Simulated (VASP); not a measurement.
# BN in VASP: a series of runs

Aim: see how the results for BN move with the level of theory and the settings. Levels: r2SCAN, HSE06. Tasks: single point.

Everything below comes from runs of VASP 6.6.1. Logs are shortened: lines on timing, memory, paths and dates and some standing lists are left out, and cuts for length are marked.

## Step 1: The cell of the first run

Symmetry: Cmc2_1, No. 36, orthorhombic system. Conventional cell: a = 2.462 Å, b = 4.406 Å, c = 4.208 Å, α = 90.00°, β = 90.00°, γ = 90.00°. Within 2.0 Å of B (site symmetry m) lie 4 N at 1.53 to 1.57 Å. Within 2.0 Å of N (site symmetry m) lie 4 B at 1.53 to 1.57 Å.

## Step 2: Single point, r2SCAN (uniaxial x strain -3.2%)

File POSCAR:

```
BN
1.0
    2.4615253565      0.0000000000      0.0000000000
   -1.2307626782      2.2031247321      0.0000000000
    0.0000000000      0.0000000000      4.2078167785
B N
2 2
Direct
    0.6667901827      0.3335803655      0.0004246968
    0.3332098173      0.6664196345      0.5004246968
    0.6651842530      0.3303685060      0.3745753032
    0.3348157470      0.6696314940      0.8745753032
```

File INCAR.step1:

```
SYSTEM = BN
ALGO = Normal
EDIFF = 1E-5
ENCUT = 910
GGA = PE
GGA_COMPAT = .False.
ISMEAR = 0
LASPH = .True.
LCHARG = .False.
LREAL = .False.
LWAVE = .True.
NBANDS = 16
NELM = 120
PREC = Accurate
SIGMA = 0.01
```

File INCAR.step2:

```
SYSTEM = BN
ALGO = Normal
EDIFF = 1E-6
ENCUT = 910
GGA_COMPAT = .False.
ISIF = 2
ISMEAR = 0
ISTART = 1
LASPH = .True.
LCHARG = .False.
LMIXTAU = .True.
LREAL = .False.
LWAVE = .False.
METAGGA = R2SCAN
NBANDS = 16
NELM = 120
PREC = Accurate
SIGMA = 0.01
```

File KPOINTS:

```
k-points
0
Gamma
  12 12 6
  0 0 0
```

Potentials or basis: VASP PAW PBE potentials, release 64 (B_h, N_h).

Started as:

```console
$ cat potpaw_PBE.64/B_h/POTCAR potpaw_PBE.64/N_h/POTCAR > POTCAR
$ cp INCAR.step1 INCAR
$ mpirun -np 1 vasp_std > vasp.out
$ cp INCAR.step2 INCAR
$ mpirun -np 1 vasp_std > vasp.out
```

OUTCAR:

```text
SYSTEM = BN
   EDIFF = 1E-6
   ENCUT = 910
   ISIF = 2
   ISMEAR = 0
   ISTART = 1
   LASPH = .True.
   LREAL = .False.
   METAGGA = R2SCAN
   NELM = 120
   PREC = Accurate

 ion  position               nearest neighbor table
   1  0.667  0.334  0.000-
   2  0.333  0.666  0.500-
   3  0.665  0.330  0.375-
   4  0.335  0.670  0.875-

  LATTYP: Found a base centered orthorhombic cell.
 ALAT       =     2.4615253565
 B/A-ratio  =     1.7900483749
 C/A-ratio  =     1.7094346672

  Lattice vectors:

 A1 = (   1.2307626782,  -2.2031247321,   0.0000000000)
 A2 = (   1.2307626783,   2.2031247321,   0.0000000000)
 A3 = (   0.0000000000,   0.0000000000,   4.2078167785)

Analysis of symmetry for initial positions (statically):
=====================================================================
 Subroutine PRICEL returns:
 Original cell was already a primitive cell.

 Routine SETGRP: Setting up the symmetry group for a
 base centered orthorhombic supercell.

 Subroutine GETGRP returns: Found  4 space group operations
 (whereof  2 operations were pure point group operations)
 out of a pool of  8 trial point group operations.

The static configuration has the point symmetry C_1h.
 The point group associated with its full space group is C_2v.

Analysis of symmetry for dynamics (positions and initial velocities):
=====================================================================
 Subroutine PRICEL returns:
 Original cell was already a primitive cell.

 Routine SETGRP: Setting up the symmetry group for a
 base centered orthorhombic supercell.

 Subroutine GETGRP returns: Found  4 space group operations
 (whereof  2 operations were pure point group operations)
 out of a pool of  8 trial point group operations.

The dynamic configuration has the point symmetry C_1h.
 The point group associated with its full space group is C_2v.

 Subroutine INISYM returns: Found  4 space group operations
 (whereof  2 operations are pure point group operations),
 and found     1 'primitive' translations

----------------------------------------------------------------------------------------

[... 86 lines left out ...]
 SYSTEM =  BN
   PREC   = accura    normal or accurate (medium, high low for compatibility)
   ISTART =      1    job   : 0-new  1-cont  2-samecut
   ICHARG =      0    charge: 1-file 2-atom 10-const
   ISPIN  =      1    spin polarized calculation?
   LNONCOLLINEAR =      F non collinear calculations
   LSORBIT =      F    spin-orbit coupling
   LASPH  =      T    aspherical Exc in radial PAW
   ENCUT  =  910.0 eV  66.88 Ry    8.18 a.u.   6.05  6.21 10.35*2*pi/ulx,y,z
   NELM   =    120;   NELMIN=  2; NELMDL=  0     # of ELM steps
   EDIFF  = 0.1E-05   stopping-criterion for ELM
   LREAL  =      F    real-space projection
   EDIFFG = 0.1E-04   stopping-criterion for IOM
   NSW    =      0    number of steps for IOM
   IBRION =     -1    ionic relax: 0-MD 1-quasi-New 2-CG
   NFREE  =      0    steps in history (QN), initial steepest desc. (CG)
   ISIF   =      2    stress and relaxation
   ISYM   =      2    0-nonsym 1-usesym 2-fastsym
   POTIM  = 0.5000    time-step for ionic-motion
   TEBEG  =    0.0;   TEEND  =   0.0 temperature during run
   PSTRESS=    0.0 pullay stress
   NELECT =      16.0000    total number of electrons
   NUPDOWN=      -1.0000    fix difference up-down
   EMIN   =  10.00;   EMAX   =-10.00  energy-range for DOS
   EFERMI =   0.00;   METHOD = LEGACY
   ISMEAR =     0;   SIGMA  =   0.01  broadening in eV -4-tet -1-fermi 0-gaus
   EFERMI_NEDOS =   21; number of points for ismear=-14 and -15
   IALGO  =     38    algorithm
   IMIX   =      4    mixing-type and parameters
     AMIX     =   0.40;   BMIX     =  1.00
     AMIX_MAG =   1.60;   BMIX_MAG =  1.00
  volume/ion in A,a.u.               =       5.70        38.50
  Fermi-wavevector in a.u.,A,eV,Ry     =   1.454392  2.748402 28.779799  2.115256
  Thomas-Fermi vector in A             =   2.571548
   LORBIT       =      0    0 simple, 1 ext, 2 COOP (PROOUT), +10 PAW based schemes
   METAGGA = R2SCAN    functional components
   LHFCALC =     F    Hartree Fock is set to
   AEXX    =    0.0000 exact exchange contribution
   IVDW    =     0    specifies the selected vdW correction
   LEPSILON=     F    determine dielectric tensor
   LRPA    =     F    only Hartree local field effects (RPA)
 non-spin polarized calculation
 Gauss-broadening in eV      SIGMA  =   0.01
  energy-cutoff  :      910.00
  volume of cell :       22.82
 maximum number of plane-waves:      1440
   NGX = 13   NGY = 13   NGZ = 21

 number of electron      16.0000000 magnetization

 Free energy of the ion-electron system (eV)
  ---------------------------------------------------
  ext. energy  EPLUGINS =         0.00000000
  ---------------------------------------------------
  free energy    TOTEN  =       -38.24131291 eV

  energy without entropy =      -38.24131291  energy(sigma->0) =      -38.24131291

 E-fermi :   9.8870     XC(G=0): -13.9354

 val. band max:        9.7722380289   @ k =   0.0000   0.0000   0.0000
 cond. band min:      15.2106552716   @ k =   0.3333   0.3333   0.0000
 fundamental gap:      5.4384172427
 Fermi energy:         9.8870225528

 k-point     1 :       0.0000    0.0000    0.0000
  band No.  band energies     occupation
      1     -12.2957      2.00000
      2      -8.0537      2.00000
      3      -2.0994      2.00000
      4       7.2578      2.00000
      5       7.6527      2.00000
      6       9.2300      2.00000
[... 433 lines left out ...]
      3      -0.2934      2.00000
      4       1.4773      2.00000
      5       2.5964      2.00000
      6       2.7220      2.00000
[... 8 lines left out ...]
     15      27.1649      0.00000
     16      28.4826      0.00000

 [... further k-points ...]
[... 5 lines left out ...]
  --------------------------------------------------------------------------------------
  -------------------------------------------------------------------------------------
  Total        4.9249030      0.5724104      0.1849784      0.0000000      0.0000000      0.0000000
  in kB      345.7865083     40.1899865     12.9876707      0.0000000      0.0000000      0.0000000
  external PRESSURE =     132.9880552 kB  Pullay stress =       0.0000000 kB

 VOLUME and BASIS-vectors are now :
 -----------------------------------------------------------------------------
  energy-cutoff  :      910.00
  volume of cell :       22.82
      direct lattice vectors                 reciprocal lattice vectors
     2.461525357  0.000000000  0.000000000     0.406252163  0.226950382  0.000000000
    -1.230762678  2.203124732  0.000000000     0.000000000  0.453900764  0.000000000
     0.000000000  0.000000000  4.207816778     0.000000000  0.000000000  0.237652933

 POSITION                                       TOTAL-FORCE (eV/Angst)
 -----------------------------------------------------------------------------------
      1.23076      0.73492      0.00179         0.000000      0.002080     -0.002727
      0.00000      1.46821      2.10570        -0.000000     -0.002080     -0.002727
      1.23076      0.72784      1.57614        -0.000000     -0.000052      0.002727
      0.00000      1.47528      3.68005         0.000000      0.000052      0.002727
 -----------------------------------------------------------------------------------
    total drift:                               -0.000000      0.000001     -0.014780

  FREE ENERGIE OF THE ION-ELECTRON SYSTEM (eV)
  ---------------------------------------------------
  free  energy   TOTEN  =       -38.2413129059 eV

  energy  without entropy=      -38.2413129059  energy(sigma->0) =      -38.24131291
```

OSZICAR.step1:

```text
N       E                     dE             d eps       ncg     rms          rms(c)
DAV:   1     0.605239703952E+02    0.60524E+02   -0.11830E+04  5504   0.152E+03
DAV:   2    -0.317426792513E+02   -0.92267E+02   -0.83163E+02  8192   0.251E+02
DAV:   3    -0.367333239957E+02   -0.49906E+01   -0.49636E+01  7064   0.536E+01
DAV:   4    -0.367624345840E+02   -0.29111E-01   -0.29100E-01  6512   0.481E+00
DAV:   5    -0.367626622835E+02   -0.22770E-03   -0.22770E-03  6840   0.417E-01    0.872E+00
DAV:   6    -0.349284928541E+02    0.18342E+01   -0.22278E+00  6808   0.131E+01    0.334E+00
DAV:   7    -0.347913904051E+02    0.13710E+00   -0.43199E-01  7384   0.509E+00    0.178E+00
DAV:   8    -0.347641008208E+02    0.27290E-01   -0.55905E-02  6720   0.207E+00    0.282E-01
DAV:   9    -0.347628524453E+02    0.12484E-02   -0.46470E-03  6768   0.708E-01    0.138E-01
DAV:  10    -0.347630002418E+02   -0.14780E-03   -0.80468E-04  6352   0.280E-01    0.345E-02
DAV:  11    -0.347630089956E+02   -0.87538E-05   -0.11709E-04  7192   0.102E-01    0.137E-02
DAV:  12    -0.347630083875E+02    0.60805E-06   -0.10223E-05  3232   0.321E-02
   1 F= -.34763008E+02 E0= -.34763008E+02  d E =-.109429-128
```

Wall time 7.5 min (1 thread of AMD EPYC 7R13 (Zen 3), shared host); peak memory 0.22 GiB.

What came out:

| Property | Result |
| --- | --- |
| Free energy | -38.2413 eV |
| Pressure | 13.3 GPa |
| Largest force | 0.003 eV/Å |
| Band gap on the k mesh | 5.44 eV (least direct gap 8.78 eV) |

Forces on the atoms (eV/Å):
```
B    0.000  0.002 -0.003
B    0.000 -0.002 -0.003
N    0.000  0.000  0.003
N    0.000  0.000  0.003
```

Stress tensor (GPa, compression positive):
```
34.58  0.00  0.00
 0.00  4.02  0.00
 0.00  0.00  1.30
```

Caveat: the cell differs from its parent crystal (uniaxial x strain -3.2%); the cutoff is under 1.25 times the usual one of these potentials, so pressure, stress and relaxed cells hold a basis-set (Pulay) error; the cell stands under pressure; the PAW data sets were made with another functional, which shifts forces and pressure a little.

(Continued in part 2 of 2.)
